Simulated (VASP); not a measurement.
# HfN (Fm-3m) in VASP: further runs, part 2 of 2

VASP 6.6.1.

## Step 4: Relaxation of cell and atoms, PBE+D3(BJ)

This run uses another cell than the first one, of 11.48 Å³/atom.

INCAR

```
PREC = Accurate ; ENCUT = 600
EDIFF = 1E-7 ; ISMEAR = -1
SIGMA = 0.05 ; LREAL = F
LASPH = T ; NELM = 120
ALGO = Normal ; ISIF = 3
LWAVE = F ; LCHARG = F
GGA = PE ; IVDW = 12
IBRION = 2 ; NSW = 60
EDIFFG = -0.01 ; GGA_COMPAT = F
NELMIN = 4
```

KPOINTS

```
Automatic mesh
0
Gamma
  10 10 10
```

POSCAR

```
HfN
1.0
    0.0000000000      2.2560000000      2.2560000000
    2.2560000000      0.0000000000      2.2560000000
    2.2560000000      2.2560000000      0.0000000000
Hf N
1 1
Direct
    0.0000000000      0.0000000000      0.0000000000
    0.5000000000      0.5000000000      0.5000000000
```

Launch:

```sh
$ cat potpaw_PBE.64/Hf_pv/POTCAR potpaw_PBE.64/N/POTCAR > POTCAR
$ mpirun -np 1 vasp_std > vasp.out
```

It took 20 s on 1 thread of Intel Xeon 6975P-C (Granite Rapids), shared host; peak memory 0.18 GiB.

Results (log left out):

```yaml
Free_energy: -22.5269 eV
Relaxed_volume: 11.42 Å³/atom
Relaxed_cell: a = 3.185 Å, b = 3.185 Å, c = 3.185 Å, α = 60.00°, β = 60.00°, γ = 60.00°
Space_group_after_relaxing_to_0.1_Å: Fm-3m (No. 225)
Energy_gained_by_relaxing: 0.3 meV/atom
Ionic_steps: 3
Pressure_after_relaxing: 0.0 GPa
Band_gap_on_the_k_mesh: zero (an odd number of electrons rules out a gap without spin polarisation)
Dispersion_energy_per_atom: -0.390 eV
```

Step by step:
```
step  energy change (eV)  largest force (eV/Å)  pressure (GPa)  volume (Å³)
   1              0.0000                0.0000           -1.56        22.96
   2              0.0017                0.0000            3.08        22.59
   3             -0.0006                0.0000            0.01        22.84
```

Final structure:
```xyz
2
Lattice="0.0000 2.2518 2.2518 2.2518 0.0000 2.2518 2.2518 2.2518 0.0000" Properties=species:S:1:pos:R:3 pbc="T T T"
Hf    0.0000    0.0000    0.0000
N     2.2518    2.2518    2.2518
```

Levels at points of the mesh, in eV from the Fermi level:
```tsv
k point	band 5	band 6	band 7	band 8	band 9	band 10	band 11
(0.00, 0.00, 0.00)	-3.09	-3.09	-3.09	-0.39	-0.39	-0.39	1.85
(0.50, 0.00, 0.00)	-8.99	-6.28	-6.28	3.28	3.72	3.72	4.44
(0.50, 0.50, 0.00)	-5.46	-3.89	-3.74	-3.74	4.11	5.56	5.65
```

Caveat: spin-orbit coupling is left out, which moves the levels of the heavy elements.

## Step 5: Relaxation of cell and atoms, PBE+D4

This run uses another cell than the first one, of 11.48 Å³/atom.

INCAR

```
SYSTEM = HfN
PREC = Accurate ; ENCUT = 600
EDIFF = 1E-7 ; ISMEAR = -1
SIGMA = 0.05 ; LREAL = .FALSE.
LASPH = .TRUE. ; NELM = 120
ALGO = Normal ; ISIF = 3
LWAVE = .FALSE. ; LCHARG = .FALSE.
GGA = PE ; IVDW = 13
IBRION = 2 ; NSW = 60
EDIFFG = -0.01 ; GGA_COMPAT = .FALSE.
NELMIN = 4
```

KPOINTS

```
Automatic mesh
0
G
  10 10 10
  0 0 0
```

POSCAR is that of step 4.

Potentials or basis: VASP PAW PBE potentials, release 64 (Hf_pv, N).

Launch:

```sh
$ cat potpaw_PBE.64/Hf_pv/POTCAR potpaw_PBE.64/N/POTCAR > POTCAR
$ mpirun -np 1 vasp_std > vasp.out
```

OUTCAR:

```text
SYSTEM = HfN
   PREC = Accurate
   ENCUT = 600
   EDIFF = 1E-7
   ISMEAR = -1
   LREAL = .FALSE.
   LASPH = .TRUE.
   NELM = 120
   ISIF = 3
   GGA = PE
   IVDW = 13
   IBRION = 2
   NSW = 60
   EDIFFG = -0.01
   NELMIN = 4

 ion  position               nearest neighbor table
   1  0.000  0.000  0.000-   2 2.26   2 2.26   2 2.26   2 2.26   2 2.26   2 2.26
   2  0.500  0.500  0.500-   1 2.26   1 2.26   1 2.26   1 2.26   1 2.26   1 2.26

  LATTYP: Found a face centered cubic cell.
 ALAT       =     4.5120000000

  Lattice vectors:

 A1 = (   0.0000000000,   2.2560000000,   2.2560000000)
 A2 = (   2.2560000000,   0.0000000000,   2.2560000000)
 A3 = (   2.2560000000,   2.2560000000,   0.0000000000)

Analysis of symmetry for initial positions (statically):
=====================================================================
 Subroutine PRICEL returns:
 Original cell was already a primitive cell.

 Routine SETGRP: Setting up the symmetry group for a
 face centered cubic supercell.

 Subroutine GETGRP returns: Found 48 space group operations
 (whereof 48 operations were pure point group operations)
 out of a pool of 48 trial point group operations.

The static configuration has the point symmetry O_h .

Analysis of symmetry for dynamics (positions and initial velocities):
=====================================================================
 Subroutine PRICEL returns:
 Original cell was already a primitive cell.

[... 153 lines left out ...]
  ---------------------------------------------------
  free energy    TOTEN  =       -21.75060757 eV

  energy without entropy =      -21.74412028  energy(sigma->0) =      -21.74736392

------------------------ aborting loop because EDIFF is reached ----------------------------------------

  DFT-D4 for vdW energy calculation

  Edisp (eV):   -0.56700
[... 71 lines left out ...]
--------------------------------------- Ionic step        3  -------------------------------------------

 number of electron      15.0000002 magnetization

 Free energy of the ion-electron system (eV)
  ---------------------------------------------------
  ext. energy  EPLUGINS =         0.00000000
  ---------------------------------------------------
  free energy    TOTEN  =       -21.74890440 eV

  energy without entropy =      -21.74243010  energy(sigma->0) =      -21.74566725

 E-fermi :   8.4846     XC(G=0): -12.7671

 val. band max:        8.4396470390   @ k =  -0.4000   0.3000   0.0000
 cond. band min:       8.4947143206   @ k =  -0.1000   0.1000   0.0000
 fundamental gap:      0.0550672815
 Fermi energy:         8.4846213403

 k-point     1 :       0.0000    0.0000    0.0000
  band No.  band energies     occupation
      1     -22.6759      2.00000
      2     -22.6759      2.00000
      3     -22.6759      2.00000
      4      -9.1099      2.00000
      5       5.4033      2.00000
      6       5.4033      2.00000
      7       5.4033      2.00000
      8       8.0965      1.99915
      9       8.0965      1.99915
     10       8.0965      1.99915
     11      10.3033      0.00000
[... 309 lines left out ...]
 k-point    24 :       0.4000    0.3000    0.0000
  band No.  band energies     occupation
      1     -23.3652      2.00000
      2     -22.9456      2.00000
      3     -22.9159      2.00000
      4      -7.7050      2.00000
      5       1.8206      2.00000
      6       3.8128      2.00000
      7       4.2993      2.00000
      8       5.9559      2.00000
      9      12.5665      0.00000
     10      13.0649      0.00000
     11      13.2345      0.00000

 [... further k-points ...]

------------------------ aborting loop because EDIFF is reached ----------------------------------------

  DFT-D4 for vdW energy calculation

  Edisp (eV):   -0.56885
[... 25 lines left out ...]
  FREE ENERGIE OF THE ION-ELECTRON SYSTEM (eV)
  ---------------------------------------------------
  free  energy   TOTEN  =       -22.3177510130 eV

  energy  without entropy=      -22.3112767185  energy(sigma->0) =      -22.31451387

 reached required accuracy - stopping structural energy minimisation
```

It took 21 s on 1 thread of Intel Xeon 6975P-C (Granite Rapids), shared host; peak memory 0.17 GiB.

What came out:

* Free energy: -22.3178 eV
* Relaxed volume: 11.45 Å³/atom
* Relaxed cell: a = 3.188 Å, b = 3.188 Å, c = 3.188 Å, α = 60.00°, β = 60.00°, γ = 60.00°
* Space group after relaxing (to 0.1 Å): Fm-3m (No. 225)
* Energy gained by relaxing: 0.1 meV/atom
* Ionic steps: 3
* Pressure after relaxing: 0.0 GPa
* Band gap on the k mesh: zero (an odd number of electrons rules out a gap without spin polarisation)
* Dispersion energy per atom: -0.284 eV

Step by step:
| step | energy change (eV) | largest force (eV/Å) | pressure (GPa) | volume (Å³) |
| --- | --- | --- | --- | --- |
| 1 | 0.0000 | 0.0000 | -0.72 | 22.96 |
| 2 | 0.0003 | 0.0000 | 1.38 | 22.79 |
| 3 | -0.0001 | 0.0000 | 0.01 | 22.90 |

Final structure:
```xyz
2
Lattice="0.0000 2.2540 2.2540 2.2540 0.0000 2.2540 2.2540 2.2540 0.0000" Properties=species:S:1:pos:R:3 pbc="T T T"
Hf    0.0000    0.0000    0.0000
N     2.2540    2.2540    2.2540
```

Caveat: spin-orbit coupling is left out, which moves the levels of the heavy elements.

## Step 6: Relaxation of cell and atoms, PBEsol+D3(BJ)

This run uses another cell than the first one, of 11.48 Å³/atom.

INCAR

```
SYSTEM = HfN
ALGO = Normal ; EDIFF = 1E-7
EDIFFG = -0.01 ; ENCUT = 600
GGA = PS ; GGA_COMPAT = .FALSE.
IBRION = 2 ; ISIF = 3
ISMEAR = -1 ; IVDW = 12
LASPH = .TRUE. ; LCHARG = .FALSE.
LREAL = .FALSE. ; LWAVE = .FALSE.
NELM = 120 ; NELMIN = 4
NSW = 60 ; PREC = Accurate
SIGMA = 0.05
```

KPOINTS

```
k-points
0
G
  10 10 10
  0 0 0
```

POSCAR is that of step 5.

Potentials or basis: VASP PAW PBE potentials, release 64 (Hf_pv, N).

Launch:

```sh
$ cat potpaw_PBE.64/Hf_pv/POTCAR potpaw_PBE.64/N/POTCAR > POTCAR
$ mpirun -np 1 vasp_std > vasp.out
```

Wall time 25 s (1 thread of Intel Xeon 6975P-C (Granite Rapids), shared host); peak memory 0.18 GiB.

The run converged. Its results:

| Quantity | Value |
| --- | --- |
| Free energy | -23.7907 eV |
| Relaxed volume | 11.10 Å³/atom |
| Relaxed cell | a = 3.155 Å, b = 3.155 Å, c = 3.155 Å, α = 60.00°, β = 60.00°, γ = 60.00° |
| Space group after relaxing (to 0.1 Å) | Fm-3m (No. 225) |
| Energy gained by relaxing | 12.0 meV/atom |
| Ionic steps | 4 |
| Pressure after relaxing | 0.0 GPa |
| Band gap on the k mesh | zero (an odd number of electrons rules out a gap without spin polarisation) |
| Dispersion energy per atom | -0.403 eV |

The path:
```csv
step,energy change (eV),largest force (eV/Å),pressure (GPa),volume (Å³)
1,0.0000,0.0000,-9.66,22.96
2,0.0788,0.0000,24.03,20.74
3,-0.0239,0.0000,-0.23,22.21
4,-0.0239,0.0000,-0.01,22.20
```

Final structure:
```
Hf N
1.0
     0.00000    2.23059    2.23059
     2.23059    0.00000    2.23059
     2.23059    2.23059    0.00000
Hf N
1 1
Direct
  0.00000 0.00000 0.00000
  0.50000 0.50000 0.50000
```

Levels at points of the mesh, in eV from the Fermi level:
```
           k point  band 5  band 6  band 7  band 8  band 9  band 10  band 11
(0.00, 0.00, 0.00)   -3.07   -3.07   -3.07   -0.43   -0.43    -0.43     2.01
(0.50, 0.00, 0.00)   -9.16   -6.41   -6.41    3.44    3.88     3.88     4.58
(0.50, 0.50, 0.00)   -5.41   -4.05   -3.71   -3.71    4.27     5.82     5.82
```

Caveat: the PAW data sets were made with another functional, which shifts forces and pressure a little; spin-orbit coupling is left out, which moves the levels of the heavy elements.

## Step 7: The runs side by side

| task | level | U | cell | smearing | gap on the mesh (eV) | pressure (GPa) | relaxed volume (Å³/atom) |
| --- | --- | --- | --- | --- | --- | --- | --- |
| single point | PBE+D4 | - | a = 3.197 Å, angles 60.0°, 2 atoms | fermi-dirac 0.05 eV | none | -2.5 | - |
| single point | revPBE+D3(BJ)+U | Hf d U = 4.0 eV | a = 3.190 Å, angles 60.0°, 2 atoms | methfessel-paxton 0.01 eV | none | 13.0 | - |
| relaxation of cell and atoms | PBE+D3(BJ) | - | relaxed from a = 3.190 Å, angles 60.0°, 2 atoms | fermi-dirac 0.05 eV | none | 0.0 | 11.42 |
| relaxation of cell and atoms | PBE+D4 | - | relaxed from a = 3.190 Å, angles 60.0°, 2 atoms | fermi-dirac 0.05 eV | none | 0.0 | 11.45 |
| relaxation of cell and atoms | PBEsol+D3(BJ) | - | relaxed from a = 3.190 Å, angles 60.0°, 2 atoms | fermi-dirac 0.05 eV | none | 0.0 | 11.10 |

Alike in all rows: potentials or basis VASP PAW PBE potentials, release 64 (Hf_pv, N); no spin polarisation; k mesh 10 × 10 × 10; cutoff (eV) 600.

Caveats: spin-orbit coupling is left out, which moves the levels of the heavy elements; the PAW data sets were made with another functional, which shifts forces and pressure a little (at least some runs); the cell stands under pressure (at least some runs); U without spin polarisation on a metal has little footing (at least some runs).

Absolute energies hang on the potentials; compare differences alone.

The gap in the log of VASP goes by the Fermi energy; the results here count the filled bands.